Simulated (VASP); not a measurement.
# MnO2 (P4_2/mnm) in VASP: a series of runs

The runs below take MnO2 through single point, with PBEsol+U.

All numbers are computed with VASP 6.6.1; they aren't measurements. Logs are shortened: lines on timing, memory, paths and dates and some standing lists are left out, and cuts for length are marked.

## (1) The cell of the first run

The structure is tetragonal, space group P4_2/mnm (No. 136). Conventional cell: a = 4.396 Å, b = 4.396 Å, c = 2.871 Å, α = 90.00°, β = 90.00°, γ = 90.00°. Within 2.5 Å of Mn (site symmetry mmm) lie 6 O at 1.88 to 1.89 Å. O (site symmetry m2m) has 3 Mn at 1.88 to 1.89 Å and 1 O at 2.46 Å within 2.5 Å.

## (2) Single point, PBEsol+U, collinear spin, antiferromagnetic start

Input file INCAR:

```
SYSTEM = MnO2
PREC = Accurate
ENCUT = 520
EDIFF = 1E-7
ISMEAR = 0
SIGMA = 0.05
LREAL = .FALSE.
LASPH = .TRUE.
NELM = 150
ALGO = Normal
ISIF = 2
LWAVE = .FALSE.
LCHARG = .TRUE.
ISPIN = 2
MAGMOM = 2.64 -2.64 -0.03 0.03 -0.03 0.03
LORBIT = 11
LMAXMIX = 4
LDAU = .TRUE.
LDAUTYPE = 2
LDAUL = 2 -1
LDAUU = 2 0
LDAUJ = 0 0
LDAUPRINT = 1
GGA = PS
LELF = .TRUE.
LVHAR = .TRUE.
NBANDS = 38
```

Input file KPOINTS:

```
regular mesh
0
G
  4 4 7
  0 0 0
```

Input file POSCAR:

```
MnO2
1.0
    4.3959987700      0.0000000000      0.0000000000
    0.0000000000      4.3959987700      0.0000000000
    0.0000000000      0.0000000000      2.8709991900
Mn O
2 4
Direct
    0.0000000000      0.0000000000      0.0000000000
    0.5000000000      0.5000000000      0.5000000000
    0.3020000000      0.3020000000      0.0000000000
    0.1980000000      0.8020000000      0.5000000000
    0.6980000000      0.6980000000      0.0000000000
    0.8020000000      0.1980000000      0.5000000000
```

Potentials or basis: VASP PAW PBE potentials, release 64 (Mn_pv, O).

On the command line:

```console
> cat potpaw_PBE.64/Mn_pv/POTCAR potpaw_PBE.64/O/POTCAR > POTCAR
> mpirun -np 1 vasp_std > vasp.out
```

OUTCAR:

```text
SYSTEM = MnO2
   PREC = Accurate
   ENCUT = 520
   EDIFF = 1E-7
   ISMEAR = 0
   LREAL = .FALSE.
   LASPH = .TRUE.
   NELM = 150
   ISIF = 2
   ISPIN = 2
   LORBIT = 11
   GGA = PS

 ion  position               nearest neighbor table
   1  0.000  0.000  0.000-   3 1.88   5 1.88   4 1.89   6 1.89   4 1.89   6 1.89
   2  0.500  0.500  0.500-   4 1.88   6 1.88   5 1.89   3 1.89   3 1.89   5 1.89
   3  0.302  0.302  0.000-   1 1.88   2 1.89   2 1.89
   4  0.198  0.802  0.500-   2 1.88   1 1.89   1 1.89
   5  0.698  0.698  0.000-   1 1.88   2 1.89   2 1.89
   6  0.802  0.198  0.500-   2 1.88   1 1.89   1 1.89

  LATTYP: Found a simple tetragonal cell.
 ALAT       =     4.3959987700
 C/A-ratio  =     0.6530937200

  Lattice vectors:

 A1 = (   4.3959987700,   0.0000000000,   0.0000000000)
 A2 = (   0.0000000000,   4.3959987700,   0.0000000000)
 A3 = (   0.0000000000,   0.0000000000,   2.8709991900)

Analysis of symmetry for initial positions (statically):
=====================================================================
 Subroutine PRICEL returns:
 Original cell was already a primitive cell.

 Routine SETGRP: Setting up the symmetry group for a
 simple tetragonal supercell.

 Subroutine GETGRP returns: Found 16 space group operations
 (whereof  8 operations were pure point group operations)
 out of a pool of 16 trial point group operations.

The static configuration has the point symmetry D_2h.
 The point group associated with its full space group is D_4h.

Analysis of symmetry for dynamics (positions and initial velocities):
=====================================================================
 Subroutine PRICEL returns:
 Original cell was already a primitive cell.

 Routine SETGRP: Setting up the symmetry group for a
 simple tetragonal supercell.

 Subroutine GETGRP returns: Found 16 space group operations
 (whereof  8 operations were pure point group operations)
 out of a pool of 16 trial point group operations.

The dynamic configuration has the point symmetry D_2h.
 The point group associated with its full space group is D_4h.

Analysis of structural, dynamic, and magnetic symmetry:
=====================================================================
 Subroutine PRICEL returns:
 Original cell was already a primitive cell.

 Routine SETGRP: Setting up the symmetry group for a
 simple tetragonal supercell.

 Subroutine GETGRP returns: Found 16 space group operations
 (whereof  8 operations were pure point group operations)
 out of a pool of 16 trial point group operations.

The overall configuration has the point symmetry D_2h.
 The point group associated with its full space group is D_4h.

[... 216 lines left out ...]
 number of electron      49.9999990 magnetization      -0.0000000

 Free energy of the ion-electron system (eV)
  ---------------------------------------------------
  ext. energy  EPLUGINS =         0.00000000
  ---------------------------------------------------
  free energy    TOTEN  =       -47.54993884 eV

  energy without entropy =      -47.54965934  energy(sigma->0) =      -47.54979909

 E-fermi :   5.1615     XC(G=0): -12.3281

 val. band max:        5.1207548291   @ k =   0.5000   0.5000   0.0000
 cond. band min:       5.2081680654   @ k =   0.0000   0.0000   0.0000
 fundamental gap:      0.0874132363
 Fermi energy:         5.1614910704

 spin component 1

 k-point     1 :       0.0000    0.0000    0.0000
  band No.  band energies     occupation
      1     -45.4804      1.00000
      2     -45.3999      1.00000
      3     -45.3290      1.00000
      4     -42.4530      1.00000
      5     -42.3808      1.00000
      6     -42.3786      1.00000
[... 949 lines left out ...]
     36      18.5525      0.00000
     37      20.3599      0.00000
 Fermi energy:         5.1614910704

 spin component 2

 k-point     1 :       0.0000    0.0000    0.0000
  band No.  band energies     occupation
      1     -45.4804      1.00000
      2     -45.3999      1.00000
      3     -45.3290      1.00000
      4     -42.4530      1.00000
      5     -42.3808      1.00000
      6     -42.3786      1.00000
[... 949 lines left out ...]
     36      18.5525      0.00000
     37      20.3599      0.00000
 [bands above 37 left out]

------------------------ aborting loop because EDIFF is reached ----------------------------------------

  FORCE on cell =-STRESS in cart. coord.  units (eV):
  Direction    XX          YY          ZZ          XY          YZ          ZX
  --------------------------------------------------------------------------------------
  -------------------------------------------------------------------------------------
  Total       -0.6733665     -0.6733665     -1.0829083     -0.0000000      0.0000000      0.0000000
  in kB      -19.4452674    -19.4452674    -31.2718862     -0.0000000      0.0000000      0.0000000
  external PRESSURE =     -23.3874737 kB  Pullay stress =       0.0000000 kB

 VOLUME and BASIS-vectors are now :
 -----------------------------------------------------------------------------
  energy-cutoff  :      520.00
  volume of cell :       55.48
      direct lattice vectors                 reciprocal lattice vectors
     4.395998770  0.000000000  0.000000000     0.227479590  0.000000000  0.000000000
     0.000000000  4.395998770  0.000000000     0.000000000  0.227479590  0.000000000
     0.000000000  0.000000000  2.870999190     0.000000000  0.000000000  0.348310791

 POSITION                                       TOTAL-FORCE (eV/Angst)
 -----------------------------------------------------------------------------------
      0.00000      0.00000      0.00000         0.000000      0.000000     -0.000000
      2.19800      2.19800      1.43550         0.000000      0.000000     -0.000000
      1.32759      1.32759      0.00000         0.326693      0.326693      0.000000
      0.87041      3.52559      1.43550        -0.326693      0.326693     -0.000000
      3.06841      3.06841      0.00000        -0.326693     -0.326693     -0.000000
      3.52559      0.87041      1.43550         0.326693     -0.326693     -0.000000
 -----------------------------------------------------------------------------------
    total drift:                                0.000000      0.000000      0.000000

  FREE ENERGIE OF THE ION-ELECTRON SYSTEM (eV)
  ---------------------------------------------------
  free  energy   TOTEN  =       -47.5499388367 eV

  energy  without entropy=      -47.5496593386  energy(sigma->0) =      -47.54979909

 total charge

# of ion       s       p       d       tot
------------------------------------------
    1        0.361   6.481   4.881  11.723
    2        0.361   6.481   4.881  11.723
    3        1.562   3.452   0.000   5.014
    4        1.562   3.452   0.000   5.014
    5        1.562   3.452   0.000   5.014
    6        1.562   3.452   0.000   5.014
--------------------------------------------------
tot          6.971  26.770   9.762  43.503

 magnetization (x)

# of ion       s       p       d       tot
------------------------------------------
    1        0.013   0.024   2.701   2.738
    2       -0.013  -0.024  -2.701  -2.738
    3       -0.001  -0.022   0.000  -0.023
    4        0.001   0.022   0.000   0.023
    5       -0.001  -0.022   0.000  -0.023
    6        0.001   0.022   0.000   0.023
--------------------------------------------------
tot          0.000   0.000  -0.000  -0.000
```

OSZICAR:

```text
N       E                     dE             d eps       ncg     rms          rms(c)
DAV:   1     0.624070554161E+03    0.62407E+03   -0.27082E+04  3720   0.159E+03
DAV:   2    -0.427148358476E+01   -0.62834E+03   -0.57382E+03  3802   0.477E+02
DAV:   3    -0.609615586766E+02   -0.56690E+02   -0.55535E+02  4098   0.154E+02
DAV:   4    -0.619298913910E+02   -0.96833E+00   -0.96620E+00  4056   0.215E+01
DAV:   5    -0.619391051510E+02   -0.92138E-02   -0.92130E-02  3960   0.218E+00    0.442E+01
DAV:   6    -0.546391299449E+02    0.73000E+01   -0.63960E+01  4404   0.953E+01    0.477E+01
DAV:   7    -0.495538630057E+02    0.50853E+01   -0.51684E+01  3942   0.894E+01    0.197E+01
DAV:   8    -0.477316450252E+02    0.18222E+01   -0.41977E+00  3984   0.221E+01    0.728E+00
DAV:   9    -0.475422393079E+02    0.18941E+00   -0.60918E-01  4524   0.112E+01    0.341E+00
DAV:  10    -0.475507896912E+02   -0.85504E-02   -0.23546E-01  4062   0.378E+00    0.146E+00
DAV:  11    -0.475501325294E+02    0.65716E-03   -0.11774E-02  4038   0.111E+00    0.641E-01
DAV:  12    -0.475500080913E+02    0.12444E-03   -0.15518E-03  4036   0.489E-01    0.177E-01
DAV:  13    -0.475499240913E+02    0.84000E-04   -0.31128E-04  4558   0.238E-01    0.742E-02
DAV:  14    -0.475499440090E+02   -0.19918E-04   -0.76528E-05  4102   0.699E-02    0.481E-02
DAV:  15    -0.475499384615E+02    0.55474E-05   -0.27181E-05  4032   0.747E-02    0.151E-02
DAV:  16    -0.475499387479E+02   -0.28642E-06   -0.25584E-06  3984   0.122E-02    0.398E-03
DAV:  17    -0.475499388367E+02   -0.88720E-07   -0.20245E-07  3538   0.694E-03
   1 F= -.47549939E+02 E0= -.47549799E+02  d E =-.279498E-03  mag=    -0.0000
```

stdout:

```text
POSCAR found type information on POSCAR MnO
 POSCAR found :  2 types and       6 ions
 scaLAPACK will be used
 -----------------------------------------------------------------------------
|                                                                             |
|                                                                             |
|     You enforced a specific xc type in the INCAR file but a different       |
|     I HOPE YOU KNOW WHAT YOU ARE DOING!                                     |
|                                                                             |
 -----------------------------------------------------------------------------

 LDA part: xc-table for (Slater+PW92), standard interpolation
 POSCAR, INCAR and KPOINTS ok, starting setup
 FFT: planning ... GRIDC
 FFT: planning ... GRID_SOFT
 FFT: planning ... GRID
 WAVECAR not read
 entering main loop
```

Run time: 79 s. Hardware: 1 thread of Intel Xeon Platinum 8375C at 2.90GHz (Ice Lake), shared host; peak memory 0.23 GiB.

What came out:

* Free energy: -47.5499 eV
* Pressure: -2.3 GPa
* Largest force: 0.462 eV/Å
* Band gap on the k mesh: 0.09 eV (least direct gap 0.11 eV)
* Net moment: 0.00 μB per cell
* Site moments: Mn +2.74, -2.74; O -0.02, +0.02 (each value once) μB
* Valence electrons inside the program's atomic spheres: Mn 11.72; O 5.01

Forces on the atoms (eV/Å):
```
Mn   0.000  0.000  0.000
Mn   0.000  0.000  0.000
O    0.327  0.327  0.000
O   -0.327  0.327  0.000
O   -0.327 -0.327  0.000
O    0.327 -0.327  0.000
```

Eigenvalues of the final occupation matrices:
| site | spin | trace | eigenvalues |
| --- | --- | --- | --- |
| site 1 d | 1 | 3.81 | 0.47 0.48 0.95 0.95 0.95 |
| site 1 d | 2 | 1.11 | 0.08 0.15 0.18 0.34 0.35 |
| site 2 d | 1 | 1.11 | 0.08 0.15 0.18 0.34 0.35 |
| site 2 d | 2 | 3.81 | 0.47 0.48 0.95 0.95 0.95 |

Caveat: the PAW data sets were made with another functional, which shifts forces and pressure a little; an odd mesh through Γ misses points on the zone boundary, where band edges can lie.

## (3) Single point, PBEsol+U, collinear spin, antiferromagnetic start

Input file INCAR:

```
  PREC = Accurate
  ENCUT = 520
  EDIFF = 1E-6
  ISMEAR = 0
  SIGMA = 0.05
  LREAL = False
  LASPH = True
  NELM = 150
  ALGO = Normal
  ISIF = 2
  LWAVE = False
  LCHARG = True
  ISPIN = 2
  MAGMOM = 3 -3 0 0 0 0
  LORBIT = 11
  LMAXMIX = 4
  LDAU = True
  LDAUTYPE = 2
  LDAUL = 2 -1
  LDAUU = 2 0
  LDAUJ = 0 0
  LDAUPRINT = 1
  GGA = PS
  LELF = True
  LVHAR = True
  NBANDS = 38
```

Input file KPOINTS:

```
regular mesh
0
Gamma
  4 4 7
```

POSCAR is that of step 2.

Potentials or basis: VASP PAW PBE potentials, release 64 (Mn_pv, O).

On the command line:

```console
> cat potpaw_PBE.64/Mn_pv/POTCAR potpaw_PBE.64/O/POTCAR > POTCAR
> mpirun -np 1 vasp_std > vasp.out
```

Wall time 77 s (1 thread of Intel Xeon Platinum 8375C at 2.90GHz (Ice Lake), shared host); peak memory 0.23 GiB.

The run converged. Its results:

```
Free energy                                           : -47.5499 eV
Pressure                                              : -2.4 GPa
Largest force                                         : 0.462 eV/Å
Band gap on the k mesh                                : 0.09 eV (least direct gap 0.11 eV)
Net moment                                            : 0.00 μB per cell
Site moments                                          : Mn +2.74, -2.74; O -0.02, +0.02 (each value once) μB
Valence electrons inside the program's atomic spheres : Mn 11.72; O 5.01
```

Forces on the atoms (eV/Å):
```
Mn   0.000  0.000  0.000
Mn   0.000  0.000  0.000
O    0.327  0.327  0.000
O   -0.327  0.327  0.000
O   -0.327 -0.327  0.000
O    0.327 -0.327  0.000
```

Stress tensor (GPa, compression positive):
```
-2.02  0.00  0.00
 0.00 -2.02  0.00
 0.00  0.00 -3.19
```

Levels at points of the mesh, in eV from the valence-band top:
Spin up:
| k point | band 22 | band 23 | band 24 | band 25 | band 26 | band 27 | band 28 | band 29 |
| --- | --- | --- | --- | --- | --- | --- | --- | --- |
| (0.00, 0.00, 0.00) | -1.39 | -0.88 | -0.82 | -0.18 | 0.09 | 0.81 | 1.60 | 2.53 |
| (0.50, 0.00, 0.00) | -1.49 | -1.33 | -1.14 | -0.83 | 1.46 | 1.85 | 2.39 | 2.44 |
| (0.50, 0.50, 0.00) | -2.28 | -1.91 | -1.89 | 0.00 | 0.11 | 0.79 | 2.48 | 2.75 |
Spin down:
```csv
k point,band 21,band 22,band 23,band 24,band 25,band 26,band 27,band 28,band 29,band 30
"(0.00, 0.00, 0.00)",-2.10,-1.39,-0.88,-0.82,-0.18,0.09,0.81,1.60,2.53,3.33
"(0.50, 0.00, 0.00)",-2.50,-1.49,-1.33,-1.14,-0.83,1.46,1.85,2.39,2.44,2.52
"(0.50, 0.50, 0.00)",-2.35,-2.28,-1.91,-1.89,0.00,0.11,0.79,2.48,2.75,3.33
```

Eigenvalues of the final occupation matrices:
```
    site  spin  trace               eigenvalues
site 1 d     1   3.81  0.47 0.48 0.95 0.95 0.95
site 1 d     2   1.11  0.08 0.15 0.18 0.34 0.35
site 2 d     1   1.11  0.08 0.15 0.18 0.34 0.35
site 2 d     2   3.81  0.47 0.48 0.95 0.95 0.95
```

Caveat: the PAW data sets were made with another functional, which shifts forces and pressure a little; an odd mesh through Γ misses points on the zone boundary, where band edges can lie.
